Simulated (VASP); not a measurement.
# EuS (rocksalt type): electric field gradients with PBE

Crystal: EuS (rocksalt type).

```
CELL_PARAMETERS angstrom
0.00000 2.94359 2.94359
2.94359 0.00000 2.94359
2.94359 2.94359 0.00000
ATOMIC_POSITIONS crystal
Eu 0.00000 0.00000 0.00000
S 0.50000 0.50000 0.50000
```

| Property | Result |
| --- | --- |
| Program | VASP 6.6.1 |
| Task | electric field gradients |
| Functional | PBE |
| Potentials or basis | VASP PAW PBE potentials, release 64 (Eu, S) |
| Cutoff | 520 eV |
| k mesh | 10 × 10 × 10 |
| Occupations | fermi-dirac, width 0.08 eV |
| Spin | collinear spin, ferromagnetic start |
| Starting moments | [7.0, 0.0] μB |
| Dipole correction | no |
| Further INCAR settings | ALGO = Normal; EDIFF = 1e-08; NBANDS = 22 |

| Item | Value |
| --- | --- |
| Pressure | -1.3 GPa |
| Net moment | 6.95 μB per cell |
| Site moments | Eu +6.57; S -0.07 μB |
| Largest electric field gradient by atom | under 0.05 V/Å² on every atom |
| Valence electrons inside the program's atomic spheres | Eu 14.75; S 3.76 |

Levels at points of the mesh, in eV from the Fermi level:
Spin up:
```
           k point  band 11  band 12  band 13  band 14  band 15  band 16  band 17  band 18  band 19  band 20
(0.00, 0.00, 0.00)    -0.36    -0.36    -0.01    -0.01    -0.01     0.94     0.98     0.98     0.98     1.88
(0.50, 0.00, 0.00)    -0.49    -0.40    -0.40    -0.36    -0.35     2.98     3.26     3.68     3.68     6.74
(0.50, 0.50, 0.00)    -0.44    -0.42    -0.42    -0.37    -0.17    -0.17     3.07     3.36     4.63     4.75
```
Spin down:
| k point | band 5 | band 6 | band 7 | band 8 | band 9 | band 10 | band 11 | band 12 |
| --- | --- | --- | --- | --- | --- | --- | --- | --- |
| (0.00, 0.00, 0.00) | -13.61 | -2.68 | -2.68 | -2.68 | 1.57 | 1.75 | 1.75 | 1.75 |
| (0.50, 0.00, 0.00) | -12.55 | -5.30 | -3.88 | -3.88 | 2.81 | 3.97 | 3.97 | 4.08 |
| (0.50, 0.50, 0.00) | -13.26 | -3.81 | -3.03 | -3.03 | -0.30 | 3.93 | 4.07 | 4.14 |

It took 3.7 min on 1 thread of Oxide Virtual Turin-like Processor, on a shared host, peak memory 0.23 GiB.

Caveat: spin-orbit coupling is left out, which moves the levels of the heavy elements; a cell with one magnetic atom can't hold antiferromagnetic order, which such compounds often take; semilocal functionals describe open f shells poorly, which spoils levels, moments and volumes. With open d or f shells a metallic result of PBE can be an artefact of self-interaction; +U or a hybrid may open a gap.
